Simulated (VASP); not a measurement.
Runs of VASP 6.6.1 on Ca. The structure is that of space group Fm-3m (No. 225), or close to it. The cells are those of the table. 

```tsv
level	cell	k mesh	gap on the mesh (eV)	pressure (GPa)
r2SCAN	a = 3.979 Å, angles 60.0°, 1 atom	14 × 14 × 14	none	-0.5
PBEsol	a = 3.790, b = 3.870 Å, angles 60.7, 60.0, 60.7°, 1 atom	12 × 12 × 12	none	(a)
PBEsol	a = 3.970, b = 3.919, c = 3.944 Å, angles 60.2, 60.7, 60.4°, 1 atom	12 × 12 × 12	none	-1.2
PBEsol	a = 4.001 Å, angles 60.0°, 1 atom	14 × 14 × 14	none	(b)
r2SCAN	a = 3.986 Å, angles 60.0°, 1 atom	14 × 14 × 14	none	-0.6
PBEsol	a = 4.024 Å, angles 60.0°, 1 atom	14 × 14 × 14	none	-1.8
```

Alike in all rows: task single point; potentials or basis VASP PAW PBE potentials, release 64 (Ca_sv); no spin polarisation; cutoff (eV) 520; smearing gaussian 0.1 eV.

Fill in the values left out.

(a) 0.4; (b) -1.6.

Caveats: the PAW data sets were made with another functional, which shifts forces and pressure a little.

A gap of «none» marks levels without a gap at the run's occupations.
